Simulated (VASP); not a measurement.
# Rb3Sn (Fm-3m) in VASP: notebook, part 2 of 2

VASP 6.6.1. Earlier steps stand in the parts before.

### 5 Single point, PBE

This run uses another cell than the first one, of 50.55 Å³/atom.

File INCAR:

```
PREC = Accurate
ENCUT = 520
EDIFF = 1E-7
ISMEAR = -1
SIGMA = 0.05
LREAL = False
LASPH = True
NELM = 80
ALGO = Normal
ISIF = 2
LWAVE = False
LCHARG = True
GGA = PE
LELF = True
LVHAR = True
NBANDS = 28
```

File KPOINTS:

```
Automatic mesh
0
Gamma
  5 5 5
```

File POSCAR:

```
Rb3Sn
1.0
    0.0000000000      4.6585840000      4.6585840000
    4.6585840000      0.0000000000      4.6585840000
    4.6585840000      4.6585840000      0.0000000000
Sn Rb
1 3
Direct
    0.0000000000      0.0000000000      0.0000000000
    0.5000000000      0.5000000000      0.5000000000
    0.7500000000      0.7500000000      0.7500000000
    0.2500000000      0.2500000000      0.2500000000
```

Potentials or basis: VASP PAW PBE potentials, release 64 (Sn_d, Rb_sv).

On the command line:

```console
cat potpaw_PBE.64/Sn_d/POTCAR potpaw_PBE.64/Rb_sv/POTCAR > POTCAR
mpirun -np 1 vasp_std > vasp.out
```

OUTCAR:

```text
PREC = Accurate
   ENCUT = 520
   EDIFF = 1E-7
   ISMEAR = -1
   LREAL = False
   LASPH = True
   NELM = 80
   ISIF = 2
   GGA = PE

 ion  position               nearest neighbor table
   1  0.000  0.000  0.000-   3 4.03   3 4.03   3 4.03   3 4.03   4 4.03   4 4.03   4 4.03   4 4.03
                             2 4.66   2 4.66   2 4.66   2 4.66   2 4.66   2 4.66
   2  0.500  0.500  0.500-   4 4.03   4 4.03   4 4.03   3 4.03   4 4.03   3 4.03   3 4.03   3 4.03
                             1 4.66   1 4.66   1 4.66   1 4.66   1 4.66   1 4.66
   3  0.750  0.750  0.750-   2 4.03   2 4.03   2 4.03   1 4.03   2 4.03   1 4.03   1 4.03   1 4.03
                             4 4.66   4 4.66   4 4.66   4 4.66   4 4.66   4 4.66
   4  0.250  0.250  0.250-   1 4.03   1 4.03   1 4.03   1 4.03   2 4.03   2 4.03   2 4.03   2 4.03
                             3 4.66   3 4.66   3 4.66   3 4.66   3 4.66   3 4.66

  LATTYP: Found a face centered cubic cell.
 ALAT       =     9.3171680000

  Lattice vectors:

 A1 = (   0.0000000000,   4.6585840000,   4.6585840000)
 A2 = (   4.6585840000,   0.0000000000,   4.6585840000)
 A3 = (   4.6585840000,   4.6585840000,   0.0000000000)

Analysis of symmetry for initial positions (statically):
=====================================================================
 Subroutine PRICEL returns:
[... 164 lines left out ...]
 fundamental gap:      0.0341082290
 Fermi energy:         1.3684285621

 k-point     1 :       0.0000    0.0000    0.0000
  band No.  band energies     occupation
      1     -27.3479      2.00000
      2     -26.5929      2.00000
      3     -26.5820      2.00000
      4     -19.1052      2.00000
      5     -19.1052      2.00000
      6     -19.1052      2.00000
[... 299 lines left out ...]
     27       4.8789      0.00000
     28       5.1576      0.00000

------------------------ aborting loop because EDIFF is reached ----------------------------------------

  FORCE on cell =-STRESS in cart. coord.  units (eV):
  Direction    XX          YY          ZZ          XY          YZ          ZX
  --------------------------------------------------------------------------------------
  -------------------------------------------------------------------------------------
  Total        0.0075203      0.0075203      0.0075203      0.0000000     -0.0000000      0.0000000
  in kB        0.0595872      0.0595872      0.0595872      0.0000000     -0.0000000      0.0000000
  external PRESSURE =       0.0595872 kB  Pullay stress =       0.0000000 kB

 VOLUME and BASIS-vectors are now :
 -----------------------------------------------------------------------------
  energy-cutoff  :      520.00
  volume of cell :      202.20
      direct lattice vectors                 reciprocal lattice vectors
     0.000000000  4.658584000  4.658584000    -0.107328751  0.107328751  0.107328751
     4.658584000  0.000000000  4.658584000     0.107328751 -0.107328751  0.107328751
     4.658584000  4.658584000  0.000000000     0.107328751  0.107328751 -0.107328751

 POSITION                                       TOTAL-FORCE (eV/Angst)
 -----------------------------------------------------------------------------------
      0.00000      0.00000      0.00000        -0.000000     -0.000000      0.000000
      4.65858      4.65858      4.65858        -0.000000     -0.000000      0.000000
      6.98788      6.98788      6.98788         0.000000      0.000000     -0.000000
      2.32929      2.32929      2.32929        -0.000000     -0.000000     -0.000000
 -----------------------------------------------------------------------------------
    total drift:                               -0.000000     -0.000000     -0.000000

  FREE ENERGIE OF THE ION-ELECTRON SYSTEM (eV)
  ---------------------------------------------------
  free  energy   TOTEN  =        -6.6254773512 eV

  energy  without entropy=       -6.5501185944  energy(sigma->0) =       -6.58779797
```

OSZICAR:

```text
N       E                     dE             d eps       ncg     rms          rms(c)
DAV:   1     0.342638727527E+03    0.34264E+03   -0.17659E+04   560   0.132E+03
DAV:   2     0.304862724160E+02   -0.31215E+03   -0.30264E+03   640   0.324E+02
DAV:   3    -0.396211414020E+01   -0.34448E+02   -0.34265E+02   648   0.117E+02
DAV:   4    -0.715783378491E+01   -0.31957E+01   -0.31839E+01   924   0.292E+01
DAV:   5    -0.723394400955E+01   -0.76110E-01   -0.76093E-01   800   0.406E+00    0.373E+00
DAV:   6    -0.671439377750E+01    0.51955E+00   -0.11386E+00   732   0.286E+00    0.255E+00
DAV:   7    -0.661933691280E+01    0.95057E-01   -0.63101E-01   768   0.244E+00    0.131E+00
DAV:   8    -0.662698530039E+01   -0.76484E-02   -0.10124E-01   700   0.158E+00    0.174E-01
DAV:   9    -0.662544552917E+01    0.15398E-02   -0.20503E-02   684   0.567E-01    0.104E-01
DAV:  10    -0.662544054887E+01    0.49803E-05   -0.19778E-03   712   0.200E-01    0.344E-02
DAV:  11    -0.662547629170E+01   -0.35743E-04   -0.15274E-04   928   0.578E-02    0.192E-02
DAV:  12    -0.662547704231E+01   -0.75061E-06   -0.44044E-05   724   0.212E-02    0.543E-03
DAV:  13    -0.662547741212E+01   -0.36981E-06   -0.42296E-06   752   0.120E-02    0.992E-04
DAV:  14    -0.662547735120E+01    0.60921E-07   -0.15176E-07   528   0.209E-03
   1 F= -.66254774E+01 E0= -.65877980E+01  d E =-.753588E-01
```

stdout:

```text
POSCAR found type information on POSCAR SnRb
 POSCAR found :  2 types and       4 ions
 scaLAPACK will be used
 LDA part: xc-table for (Slater+PW92), standard interpolation
 POSCAR, INCAR and KPOINTS ok, starting setup
 FFT: planning ... GRIDC
 FFT: planning ... GRID_SOFT
 FFT: planning ... GRID
 WAVECAR not read
 entering main loop
```

Run time: 2.3 min. Hardware: 1 thread of Intel Xeon 8259CL, shared host; peak memory 0.36 GiB.

What came out:

```yaml
Free_energy: -6.6255 eV
Pressure: 0.0 GPa
Band_gap_on_the_k_mesh: zero (an odd number of electrons rules out a gap without spin polarisation)
```

Caveat: spin-orbit coupling is left out, which moves the levels of the heavy elements.

### 6 The runs side by side

| cell | gap on the mesh (eV) | pressure (GPa) |
| --- | --- | --- |
| a = 6.454 Å, angles 60.0°, 4 atoms | none | 0.5 |
| a = 6.499 Å, angles 60.0°, 4 atoms | none | 0.3 |
| a = 6.544 Å, angles 60.0°, 4 atoms | none | 0.2 |
| a = 6.588 Å, angles 60.0°, 4 atoms | none | 0.0 |

Alike in all rows: task single point; level PBE; potentials or basis VASP PAW PBE potentials, release 64 (Sn_d, Rb_sv); no spin polarisation; k mesh 5 × 5 × 5; cutoff (eV) 520; smearing fermi-dirac 0.05 eV.

Caveats: spin-orbit coupling is left out, which moves the levels of the heavy elements.

Total energies depend on the potentials used, so only differences within one code and one set of settings carry meaning.

The gap in the log of VASP goes by the Fermi energy; the results here count the filled bands.